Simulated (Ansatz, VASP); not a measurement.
Two plane-wave programs on Rh

The input INCAR:

```
PREC = Accurate
ENCUT = 520
EDIFF = 1E-8
ISMEAR = -1
SIGMA = 0.03
LREAL = False
LASPH = True
NELM = 80
ALGO = Normal
ISIF = 2
LWAVE = False
LCHARG = False
LEFG = True
NBANDS = 14
```

File KPOINTS:

```
Automatic mesh
0
Gamma
  16 16 16
```

File POSCAR:

```
Rh
1.0
    0.0000000000      1.9015500000      1.9015500000
    1.9015500000      0.0000000000      1.9015500000
    1.9015500000      1.9015500000      0.0000000000
Rh
1
Direct
    0.0000000000      0.0000000000      0.0000000000
```

Input for Ansatz:

```yaml
crystal:
  lattice:
    - [0.0, 1.90155, 1.90155]
    - [1.90155, 0.0, 1.90155]
    - [1.90155, 1.90155, 0.0]
  atoms:
    - { symbol: Rh, position: [0.0, 0.0, 0.0] }
kpoints:
  mp_grid: { grid: [16, 16, 16] }
  band_path:
    path:
      - [0.0, 0.0, 0.0]
      - [0.5, 0.0, 0.5]
      - [0.625, 0.25, 0.625]
      - [0.375, 0.375, 0.75]
      - [0.0, 0.0, 0.0]
      - [0.5, 0.5, 0.5]
      - [0.5, 0.25, 0.75]
      - [0.5, 0.0, 0.5]
    npoints: 14
scf:
  occupations: { method: fermi_dirac, width: 0.03 }
hamiltonian:
  xc: lda
  pseudopotentials: { kind: paw }
output:
  forces: true
  stress: true
  eigenvalues: true
  efg: { contact_densities: true }
  populations: true
  bader: true
  dos: { projected: true, de: 0.2, e_range: [-14, 8] }
  write_density: true
  write_potential: true
  elf: true
  volumetric_format: npy
```

Alike in both runs: task electric field gradients; functional LDA; k mesh 16 × 16 × 16; occupations fermi-dirac, width 0.03 eV; no spin polarisation.

|  | VASP | Ansatz |
| --- | --- | --- |
| version | VASP 6.6.1 | Ansatz 0.2.0 |
| potentials or method | VASP PAW LDA potentials, release 64 (Rh_pv) | PAW with Ansatz's default frozen-core files, scalar-relativistic |
| plane-wave cutoff (eV) | 520 | 420 |
| valence electrons in the cell | 15 | 17 |

VASP gave:

- pressure (GPa): -10.4

**Question.** Estimate Ansatz's values.

**Answer.** Pressure (GPa): -11.2.

LDA's correlation is that of Perdew and Zunger in VASP and of Perdew and Wang (1992) in Ansatz. VASP's potentials hold 15 valence electrons a cell and Ansatz's 17, so a difference there can come from the potentials and not from the codes.
